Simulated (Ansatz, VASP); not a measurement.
**Te: VASP beside Ansatz**

The input INCAR:

```
  PREC = Accurate
  ENCUT = 520
  EDIFF = 1E-7
  ISMEAR = -1
  SIGMA = 0.05
  LREAL = False
  LASPH = True
  NELM = 80
  ALGO = Normal
  ISIF = 2
  LWAVE = False
  LCHARG = False
  GGA = PE
  NBANDS = 9
```

The input KPOINTS:

```
Automatic mesh
0
Gamma
  14 14 14
```

File POSCAR:

```
Te
1.0
    0.0000000000      2.4330880857      2.4330880857
    2.4330880857      0.0000000000      2.4330880857
    2.4330880857      2.4330880857      0.0000000000
Te
1
Direct
    0.0000000000      0.0000000000      0.0000000000
```

Input for Ansatz:

```yaml
crystal:
  lattice:
    - [0.0, 2.4330880857, 2.4330880857]
    - [2.4330880857, 0.0, 2.4330880857]
    - [2.4330880857, 2.4330880857, 0.0]
  atoms:
    - { symbol: Te, position: [0.0, 0.0, 0.0] }
kpoints:
  mp_grid: { grid: [14, 14, 14] }
scf:
  occupations: { method: fermi_dirac, width: 0.05 }
hamiltonian:
  xc: pbe
  pseudopotentials: { kind: all_electron, lapw: { basis_error: 0.00025 } }
output:
  forces: true
  stress: true
  eigenvalues: true
```

Change from the starting cell: volume scaled by 1.02.

Alike in both runs: task single point; functional PBE; k mesh 14 × 14 × 14; occupations fermi-dirac, width 0.05 eV; no spin polarisation.

```csv
,VASP,Ansatz
version,VASP 6.6.1,Ansatz 0.2.0
potentials or method,"VASP PAW PBE potentials, release 64 (Te), cutoff 520 eV","all-electron LAPW, scalar-relativistic"
```

VASP gave:

```
pressure (GPa) : -1.1
```

Task: What did Ansatz give for the same quantities?

Result: Pressure (GPa): -1.0.

Ansatz ran all-electron here, and VASP with PAW potentials.

Neither program's run includes spin-orbit coupling.
